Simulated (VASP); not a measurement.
# GdO (F-43m) in VASP: a series of runs

Aim: see how the results for GdO move with the level of theory and the settings. Levels: PBE+D3(BJ)+U, BLYP+D3(BJ)+U, PBE+U. Tasks: single point.

All numbers are computed with VASP 6.6.1; they aren't measurements. Logs are shortened: lines on timing, memory, paths and dates and some standing lists are left out, and cuts for length are marked.

## Step 1: The cell of the first run

The structure is cubic, space group F-43m (No. 216). The conventional cell has a = 5.370 Å, b = 5.370 Å, c = 5.370 Å, α = 90.00°, β = 90.00°, γ = 90.00°. Within 3.1 Å of Gd (site symmetry -43m) lie 4 O at 2.33 Å. Within 3.1 Å of O (site symmetry -43m) lie 4 Gd at 2.33 Å.

## Step 2: Single point, PBE+D3(BJ)+U, collinear spin, ferromagnetic start

Input file INCAR:

```
PREC = Accurate ; ENCUT = 520
EDIFF = 1E-7 ; ISMEAR = 0
SIGMA = 0.05 ; LREAL = False
LASPH = True ; NELM = 150
ALGO = Normal ; ISIF = 2
LWAVE = False ; LCHARG = True
ISPIN = 2 ; MAGMOM = 7.71 0.02
LORBIT = 11 ; LMAXMIX = 6
LDAU = True ; LDAUTYPE = 2
LDAUL = 3 -1 ; LDAUU = 6 0
LDAUJ = 0 0 ; LDAUPRINT = 1
GGA = PE ; IVDW = 12
LELF = True ; LVHAR = True
NBANDS = 23
```

Input file KPOINTS:

```
Automatic mesh
0
Gamma
  8 8 8
```

Input file POSCAR:

```
GdO
1.0
    0.0000000000      2.6850359208      2.6850359208
    2.6850359208      0.0000000000      2.6850359208
    2.6850359208      2.6850359208      0.0000000000
Gd O
1 1
Direct
    0.0000000000      0.0000000000      0.0000000000
    0.2500000000      0.2500000000      0.2500000000
```

Potentials or basis: VASP PAW PBE potentials, release 64 (Gd, O).

Started as:

```
$ cat potpaw_PBE.64/Gd/POTCAR potpaw_PBE.64/O/POTCAR > POTCAR
$ mpirun -np 1 vasp_std > vasp.out
```

OUTCAR:

```text
PREC = Accurate
   ENCUT = 520
   EDIFF = 1E-7
   ISMEAR = 0
   LREAL = False
   LASPH = True
   NELM = 150
   ISIF = 2
   ISPIN = 2
   LORBIT = 11
   GGA = PE
   IVDW = 12
 IVDW          = 12

 ion  position               nearest neighbor table
   1  0.000  0.000  0.000-   2 2.33   2 2.33   2 2.33   2 2.33
   2  0.250  0.250  0.250-   1 2.33   1 2.33   1 2.33   1 2.33

  LATTYP: Found a face centered cubic cell.
 ALAT       =     5.3700718416

  Lattice vectors:

 A1 = (   0.0000000000,   2.6850359208,   2.6850359208)
 A2 = (   2.6850359208,   0.0000000000,   2.6850359208)
 A3 = (   2.6850359208,   2.6850359208,   0.0000000000)

Analysis of symmetry for initial positions (statically):
=====================================================================
 Subroutine PRICEL returns:
 Original cell was already a primitive cell.

 Routine SETGRP: Setting up the symmetry group for a
 face centered cubic supercell.

 Subroutine GETGRP returns: Found 24 space group operations
 (whereof 24 operations were pure point group operations)
 out of a pool of 48 trial point group operations.

The static configuration has the point symmetry T_d .

Analysis of symmetry for dynamics (positions and initial velocities):
=====================================================================
 Subroutine PRICEL returns:
 Original cell was already a primitive cell.

 Routine SETGRP: Setting up the symmetry group for a
 face centered cubic supercell.

 Subroutine GETGRP returns: Found 24 space group operations
 (whereof 24 operations were pure point group operations)
 out of a pool of 48 trial point group operations.

The dynamic configuration has the point symmetry T_d .

Analysis of structural, dynamic, and magnetic symmetry:
=====================================================================
 Subroutine PRICEL returns:
 Original cell was already a primitive cell.

 Routine SETGRP: Setting up the symmetry group for a
[... 182 lines left out ...]
  o =  0.9919  v = -0.7906 -0.0000 -0.6124  0.0000 -0.0000  0.0000  0.0000  0.0000  0.0000  0.0000  0.0000  0.0000  0.0000  0.0000      0.0000  0.0000  0.0000  0.0000  0.0000  0.0000  0.0000  0.0000  0.0000  0.0000  0.0000  0.0000  0.0000  0.0000
  o =  0.9919  v =  0.0000 -0.0000  0.0000  0.9685 -0.1524  0.0000  0.1967  0.0000  0.0000  0.0000  0.0000  0.0000  0.0000  0.0000      0.0000  0.0000  0.0000  0.0000  0.0000  0.0000  0.0000  0.0000  0.0000  0.0000  0.0000  0.0000  0.0000  0.0000
  o =  0.9921  v =  0.0000 -0.0000 -0.0000  0.0000 -0.0427 -0.9985 -0.0331  0.0000  0.0000  0.0000  0.0000  0.0000  0.0000  0.0000      0.0000  0.0000  0.0000  0.0000  0.0000  0.0000  0.0000  0.0000  0.0000  0.0000  0.0000  0.0000  0.0000  0.0000
  o =  0.9921  v =  0.6124 -0.0000 -0.7906  0.0000 -0.0000  0.0000  0.0000  0.0000  0.0000  0.0000  0.0000  0.0000  0.0000  0.0000      0.0000  0.0000  0.0000  0.0000  0.0000  0.0000  0.0000  0.0000  0.0000  0.0000  0.0000  0.0000  0.0000  0.0000
  o =  0.9921  v =  0.0000 -0.0000 -0.0000 -0.0000  0.7894 -0.0540  0.6115  0.0000  0.0000  0.0000  0.0000  0.0000  0.0000  0.0000      0.0000  0.0000  0.0000  0.0000  0.0000  0.0000  0.0000  0.0000  0.0000  0.0000  0.0000  0.0000  0.0000  0.0000
  o =  0.9988  v =  0.0000  1.0000 -0.0000  0.0000 -0.0000 -0.0000  0.0000  0.0000  0.0000  0.0000  0.0000  0.0000  0.0000  0.0000      0.0000  0.0000  0.0000  0.0000  0.0000  0.0000  0.0000  0.0000  0.0000  0.0000  0.0000  0.0000  0.0000  0.0000

 number of electron      23.9999995 magnetization       7.9414317

 Free energy of the ion-electron system (eV)
  ---------------------------------------------------
  ext. energy  EPLUGINS =         0.00000000
  ---------------------------------------------------
  free energy    TOTEN  =       -21.69122035 eV

  energy without entropy =      -21.69022788  energy(sigma->0) =      -21.69072411

 E-fermi :   4.1985     XC(G=0): -10.1637

 val. band max:        4.1785602029   @ k =   0.3750   0.1250   0.0000
 cond. band min:       4.2006742506   @ k =   0.3750   0.0000   0.0000
 fundamental gap:      0.0221140477
 Fermi energy:         4.1984781116

 spin component 1

 k-point     1 :       0.0000    0.0000    0.0000
  band No.  band energies     occupation
      1     -41.7026      1.00000
      2     -18.8864      1.00000
      3     -18.8864      1.00000
      4     -18.8864      1.00000
      5     -15.3077      1.00000
      6      -4.2732      1.00000
[... 1241 lines left out ...]
     22      13.4145      0.00000
     23      17.0682      0.00000

 [... further k-points ...]

------------------------ aborting loop because EDIFF is reached ----------------------------------------

 Edisp (eV)   -0.55575

 E8    (eV) :    -0.2652

  FORCE on cell =-STRESS in cart. coord.  units (eV):
  Direction    XX          YY          ZZ          XY          YZ          ZX
  --------------------------------------------------------------------------------------
  -------------------------------------------------------------------------------------
  Total      -0.19312    -0.19312    -0.19312     0.00000    -0.00000     0.00000
  in kB      -7.99216    -7.99216    -7.99216     0.00000    -0.00000     0.00000
  external pressure =       -7.99 kB  Pullay stress =        0.00 kB

 VOLUME and BASIS-vectors are now :
 -----------------------------------------------------------------------------
  energy-cutoff  :      520.00
  volume of cell :       38.72
      direct lattice vectors                 reciprocal lattice vectors
     0.000000000  2.685035921  2.685035921    -0.186217248  0.186217248  0.186217248
     2.685035921  0.000000000  2.685035921     0.186217248 -0.186217248  0.186217248
     2.685035921  2.685035921  0.000000000     0.186217248  0.186217248 -0.186217248

 POSITION                                       TOTAL-FORCE (eV/Angst)
 -----------------------------------------------------------------------------------
      0.00000      0.00000      0.00000        -0.000000     -0.000000     -0.000000
      1.34252      1.34252      1.34252         0.000000      0.000000      0.000000
 -----------------------------------------------------------------------------------
    total drift:                                0.000000      0.000000      0.000000

  FREE ENERGIE OF THE ION-ELECTRON SYSTEM (eV)
  ---------------------------------------------------
  free  energy   TOTEN  =       -22.2469725004 eV

  energy  without entropy=      -22.2459800227  energy(sigma->0) =      -22.24647626

 total charge

# of ion       s       p       d       f       tot
--------------------------------------------------
    1        2.035   5.644   0.521   6.974  15.175
    2        1.568   3.443   0.000   0.000   5.011
--------------------------------------------------
tot          3.603   9.088   0.521   6.974  20.186

 magnetization (x)

# of ion       s       p       d       f       tot
--------------------------------------------------
    1        0.006  -0.056   0.207   6.914   7.072
    2        0.005   0.003   0.000   0.000   0.008
--------------------------------------------------
tot          0.011  -0.053   0.207   6.914   7.080
```

Run time: 77 s. Hardware: 1 thread of Intel Xeon 6975P-C, shared host; peak memory 0.22 GiB.

What came out:

- Free energy: -22.2470 eV
- Pressure: -0.8 GPa
- Net moment: 7.94 μB per cell
- Site moments: Gd +7.07; O +0.01 μB
- Valence electrons inside the program's atomic spheres: Gd 15.18; O 5.01
- Dispersion energy per atom: -0.278 eV

Eigenvalues of the final occupation matrices:
| site | spin | trace | eigenvalues |
| --- | --- | --- | --- |
| site 1 f | 1 | 6.95 | 0.99 0.99 0.99 0.99 0.99 0.99 1.00 |
| site 1 f | 2 | 0.03 | 0.00 0.00 0.00 0.00 0.00 0.00 0.01 |

Caveat: spin-orbit coupling is left out, which moves the levels of the heavy elements; a cell with one magnetic atom can't hold antiferromagnetic order, which such compounds often take; pairwise dispersion overbinds metals, which lowers pressure and volume. The state reached can hang on the start; a lower one may exist.

## Step 3: Single point, BLYP+D3(BJ)+U, collinear spin, ferromagnetic start

This run uses another cell than the first one, of 19.40 Å³/atom, 1.002 times its volume.

Input file INCAR:

```
SYSTEM = GdO
AGGAC    = 1.0          
AGGAX    = 1.0          
ALDAC    = 0.0          
ALDAX    = 1.0          
ALGO     = Normal         ! electronic algorithm
EDIFF    = 1E-6           ! SCF threshold, eV
ENCUT    = 520            ! plane-wave cutoff, eV
GGA      = B5             ! functional
ISIF     = 2              ! what is computed and relaxed
ISMEAR   = 0              ! smearing method
ISPIN    = 2              ! spin polarisation
IVDW     = 12             ! dispersion correction
LASPH    = .True.         ! aspherical terms in the spheres
LCHARG   = .False.        ! write CHGCAR
LDAU     = .True.         ! DFT+U
LDAUJ    = 0 0          
LDAUL    = 3 -1           ! shell
LDAUPRINT= 1            
LDAUTYPE = 2            
LDAUU    = 6 0            ! U, eV
LMAXMIX  = 6              ! l up to which the mixer works
LORBIT   = 11             ! projections on sites
LREAL    = .False.        ! projectors in reciprocal space
LWAVE    = .False.        ! write WAVECAR
MAGMOM   = 7.71 0.04      ! initial moments
NBANDS   = 23             ! bands
NELM     = 150            ! most SCF steps
PREC     = Accurate       ! precision mode
SIGMA    = 0.05           ! smearing width, eV
VDW_A1   = 0.4298       
VDW_A2   = 4.2359       
VDW_S6   = 1.0          
VDW_S8   = 2.6996
```

Input file KPOINTS:

```
k-points
0
Gamma
  8 8 8
  0 0 0
```

Input file POSCAR:

```
GdO
1.0
    0.0000000000      2.6871008757      2.6871008757
    2.6871008757      0.0000000000      2.6871008757
    2.6871008757      2.6871008757      0.0000000000
Gd O
1 1
Direct
    0.0000000000      0.0000000000      0.0000000000
    0.2500000000      0.2500000000      0.2500000000
```

Potentials or basis: VASP PAW PBE potentials, release 64 (Gd, O).

Started as:

```
$ cat potpaw_PBE.64/Gd/POTCAR potpaw_PBE.64/O/POTCAR > POTCAR
$ mpirun -np 1 vasp_std > vasp.out
```

Wall time 85 s (1 thread of Intel Xeon 6975P-C, shared host); peak memory 0.22 GiB.

The run converged. Its results:

- Free energy: -21.8213 eV
- Pressure: -0.5 GPa
- Net moment: 7.90 μB per cell
- Site moments: Gd +7.08; O +0.02 μB
- Valence electrons inside the program's atomic spheres: Gd 15.18; O 5.02
- Dispersion energy per atom: -0.656 eV

Levels at points of the mesh, in eV from the Fermi level:
Spin up:
| k point | band 13 | band 14 | band 15 | band 16 | band 17 | band 18 | band 19 | band 20 |
| --- | --- | --- | --- | --- | --- | --- | --- | --- |
| (0.00, 0.00, 0.00) | -5.83 | -5.83 | -5.83 | -2.24 | 2.34 | 2.34 | 4.29 | 4.29 |
| (0.50, 0.00, 0.00) | -5.53 | -5.42 | -5.42 | 0.00 | 2.26 | 2.26 | 3.24 | 4.34 |
| (0.50, 0.50, 0.00) | -6.34 | -4.69 | -4.69 | -1.01 | 0.95 | 3.87 | 4.39 | 4.39 |
Spin down:
```csv
k point,band 5,band 6,band 7,band 8,band 9,band 10,band 11,band 12
"(0.00, 0.00, 0.00)",-19.45,-5.73,-5.73,-5.73,-1.22,2.45,2.45,2.45
"(0.50, 0.00, 0.00)",-18.25,-5.32,-5.32,-5.25,1.11,2.19,2.35,2.35
"(0.50, 0.50, 0.00)",-17.92,-6.25,-4.58,-4.58,0.64,1.22,2.53,2.59
```

Eigenvalues of the final occupation matrices:
```tsv
site	spin	trace	eigenvalues
site 1 f	1	6.95	0.99 0.99 0.99 0.99 0.99 0.99 1.00
site 1 f	2	0.03	0.00 0.00 0.00 0.00 0.00 0.00 0.01
```

Caveat: the PAW data sets were made with another functional, which shifts forces and pressure a little; spin-orbit coupling is left out, which moves the levels of the heavy elements; a cell with one magnetic atom can't hold antiferromagnetic order, which such compounds often take; pairwise dispersion overbinds metals, which lowers pressure and volume.

## Step 4: Single point, PBE+U, collinear spin, ferromagnetic start

This run uses another cell than the first one, of 19.68 Å³/atom, 1.017 times its volume.

Input file INCAR:

```
ALGO = Normal ; EDIFF = 1E-6
ENCUT = 520 ; GGA = PE
ISIF = 2 ; ISMEAR = 0
ISPIN = 2 ; LASPH = True
LCHARG = False ; LDAU = True
LDAUJ = 0 0 ; LDAUL = 3 -1
LDAUPRINT = 1 ; LDAUTYPE = 2
LDAUU = 6 0 ; LMAXMIX = 6
LORBIT = 11 ; LREAL = False
LWAVE = False ; MAGMOM = 7 0
NBANDS = 23 ; NELM = 150
PREC = Accurate ; SIGMA = 0.05
```

Input file KPOINTS:

```
k-points
0
Gamma
  8 8 8
```

Input file POSCAR:

```
GdO
1.0
    0.0000000000      2.7000000000      2.7000000000
    2.7000000000      0.0000000000      2.7000000000
    2.7000000000      2.7000000000      0.0000000000
Gd O
1 1
Direct
    0.0000000000      0.0000000000      0.0000000000
    0.2500000000      0.2500000000      0.2500000000
```

Started as:

```
$ cat potpaw_PBE.64/Gd/POTCAR potpaw_PBE.64/O/POTCAR > POTCAR
$ mpirun -np 1 vasp_std > vasp.out
```

Wall time 68 s (1 thread of Intel Xeon 6975P-C, shared host); peak memory 0.21 GiB.

The run converged. Its results:

- Free energy: -21.6947 eV
- Pressure: -0.1 GPa
- Net moment: 7.94 μB per cell
- Site moments: Gd +7.07; O +0.01 μB
- Valence electrons inside the program's atomic spheres: Gd 15.16; O 5.00

Levels at points of the mesh, in eV from the Fermi level:
Spin up:
| k point | band 13 | band 14 | band 15 | band 16 | band 17 | band 18 | band 19 | band 20 |
| --- | --- | --- | --- | --- | --- | --- | --- | --- |
| (0.00, 0.00, 0.00) | -5.60 | -5.60 | -5.60 | -2.44 | 2.45 | 2.45 | 4.34 | 4.34 |
| (0.50, 0.00, 0.00) | -5.39 | -5.19 | -5.19 | 0.03 | 2.32 | 2.32 | 2.86 | 4.43 |
| (0.50, 0.50, 0.00) | -6.18 | -4.47 | -4.47 | -1.02 | 0.94 | 4.00 | 4.45 | 4.45 |
Spin down:
```tsv
k point	band 4	band 5	band 6	band 7	band 8	band 9	band 10	band 11	band 12	band 13
(0.00, 0.00, 0.00)	-20.71	-19.29	-5.45	-5.45	-5.45	-1.05	2.72	2.72	2.72	3.01
(0.50, 0.00, 0.00)	-20.80	-18.11	-5.06	-5.06	-5.03	1.42	2.39	2.61	2.61	2.93
(0.50, 0.50, 0.00)	-20.95	-17.78	-5.99	-4.35	-4.35	0.95	1.42	2.78	2.84	2.84
```

Eigenvalues of the final occupation matrices:
| site | spin | trace | eigenvalues |
| --- | --- | --- | --- |
| site 1 f | 1 | 6.95 | 0.99 0.99 0.99 0.99 0.99 0.99 1.00 |
| site 1 f | 2 | 0.03 | 0.00 0.00 0.00 0.00 0.00 0.00 0.01 |

Caveat: spin-orbit coupling is left out, which moves the levels of the heavy elements; a cell with one magnetic atom can't hold antiferromagnetic order, which such compounds often take. The state reached can hang on the start; a lower one may exist.

## Step 5: Single point, BLYP+D3(BJ)+U, collinear spin, ferromagnetic start

This run uses another cell than the first one, of 19.68 Å³/atom, 1.017 times its volume.

Input file INCAR:

```
PREC = Accurate
ENCUT = 520
EDIFF = 1E-6
ISMEAR = 0
SIGMA = 0.05
LREAL = F
LASPH = T
NELM = 150
ALGO = Normal
ISIF = 2
LWAVE = F
LCHARG = T
ISPIN = 2
MAGMOM = 7.72 0
LORBIT = 11
LMAXMIX = 6
LDAU = T
LDAUTYPE = 2
LDAUL = 3 -1
LDAUU = 6 0
LDAUJ = 0 0
LDAUPRINT = 1
GGA = B5
ALDAX = 1.0
AGGAX = 1.0
AGGAC = 1.0
ALDAC = 0.0
IVDW = 12
VDW_S6 = 1.0
VDW_S8 = 2.6996
VDW_A1 = 0.4298
VDW_A2 = 4.2359
LELF = T
LVHAR = T
NBANDS = 23
```

Input file KPOINTS:

```
Automatic mesh
0
Gamma
  8 8 8
```

POSCAR is that of step 4.

Started as:

```
$ cat potpaw_PBE.64/Gd/POTCAR potpaw_PBE.64/O/POTCAR > POTCAR
$ mpirun -np 1 vasp_std > vasp.out
```

Run time: 89 s. Hardware: 1 thread of Intel Xeon 6975P-C, shared host; peak memory 0.22 GiB.

It converged, with:

```yaml
Free_energy: -21.8175 eV
Pressure: -1.9 GPa
Net_moment: 7.90 μB per cell
Site_moments: Gd +7.08; O +0.02 μB
Valence_electrons_inside_the_program's_atomic_spheres: Gd 15.16; O 5.01
Dispersion_energy_per_atom: -0.646 eV
```

Levels at points of the mesh, in eV from the Fermi level:
Spin up:
```csv
k point,band 12,band 13,band 14,band 15,band 16,band 17,band 18,band 19,band 20,band 21
"(0.00, 0.00, 0.00)",-8.53,-5.76,-5.76,-5.76,-2.24,2.32,2.32,4.24,4.24,4.24
"(0.50, 0.00, 0.00)",-8.53,-5.48,-5.36,-5.36,0.00,2.24,2.24,3.21,4.28,4.28
"(0.50, 0.50, 0.00)",-8.55,-6.26,-4.64,-4.64,-0.99,0.95,3.82,4.32,4.32,7.15
```
Spin down:
```tsv
k point	band 6	band 7	band 8	band 9	band 10	band 11
(0.00, 0.00, 0.00)	-5.65	-5.65	-5.65	-1.22	2.43	2.43
(0.50, 0.00, 0.00)	-5.25	-5.25	-5.20	1.11	2.18	2.33
(0.50, 0.50, 0.00)	-6.17	-4.54	-4.54	0.65	1.24	2.50
```

Eigenvalues of the final occupation matrices:
```
    site  spin  trace                         eigenvalues
site 1 f     1   6.95  0.99 0.99 0.99 0.99 0.99 0.99 1.00
site 1 f     2   0.03  0.00 0.00 0.00 0.00 0.00 0.00 0.01
```

Caveat: the PAW data sets were made with another functional, which shifts forces and pressure a little; spin-orbit coupling is left out, which moves the levels of the heavy elements; a cell with one magnetic atom can't hold antiferromagnetic order, which such compounds often take; pairwise dispersion overbinds metals, which lowers pressure and volume.

## Step 6: Summary

| level | cell | gap on the mesh (eV) | pressure (GPa) | moment (μB) |
| --- | --- | --- | --- | --- |
| PBE+D3(BJ)+U | a = 3.797 Å, angles 60.0°, 2 atoms | none | -0.8 | 7.94 |
| BLYP+D3(BJ)+U | a = 3.800 Å, angles 60.0°, 2 atoms | none | -0.5 | 7.90 |
| PBE+U | a = 3.818 Å, angles 60.0°, 2 atoms | none | -0.1 | 7.94 |
| BLYP+D3(BJ)+U | a = 3.818 Å, angles 60.0°, 2 atoms | none | -1.9 | 7.90 |

Alike in all rows: task single point; potentials or basis VASP PAW PBE potentials, release 64 (Gd, O); spin collinear, ferromagnetic start; Gd f U = 6.0 eV; k mesh 8 × 8 × 8; cutoff (eV) 520; smearing gaussian 0.05 eV.

Caveats: spin-orbit coupling is left out, which moves the levels of the heavy elements; a cell with one magnetic atom can't hold antiferromagnetic order, which such compounds often take; pairwise dispersion overbinds metals, which lowers pressure and volume (some runs); the PAW data sets were made with another functional, which shifts forces and pressure a little (some runs).

Total energies depend on the potentials used, so only differences within one code and one set of settings carry meaning.
